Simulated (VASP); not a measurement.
Runs of VASP 6.6.1 on BeTe. The structure is that of space group F-43m (No. 216), or close to it. The cells are those of the table. 

```csv
level,cell,gap on the mesh (eV),pressure (GPa)
r2SCAN,"a = 4.000 Å, angles 60.0°, 2 atoms",2.37,0.2
PBE,"a = 4.083 Å, angles 60.0°, 2 atoms",(b),-2.8
r2SCAN,"a = 4.040 Å, angles 60.0°, 2 atoms",(a),-1.5
PBE,"a = 3.964 Å, angles 60.0°, 2 atoms",1.94,2.0
r2SCAN,"a = 3.919 Å, angles 60.0°, 2 atoms",2.21,(c)
```

Alike in all rows: task single point; potentials or basis VASP PAW PBE potentials, release 64 (Be, Te); no spin polarisation; k mesh 6 × 6 × 6; cutoff (eV) 520; smearing gaussian 0.01 eV.

Problem. Estimate the missing entries.

Solution. (a) 2.44; (b) 2.15; (c) 4.4.

Caveats: spin-orbit coupling is left out, which moves the levels of the heavy elements; the PAW data sets were made with another functional, which shifts forces and pressure a little (some runs).

A k mesh can miss the band edges, and the runs leave out spin-orbit coupling on Te.
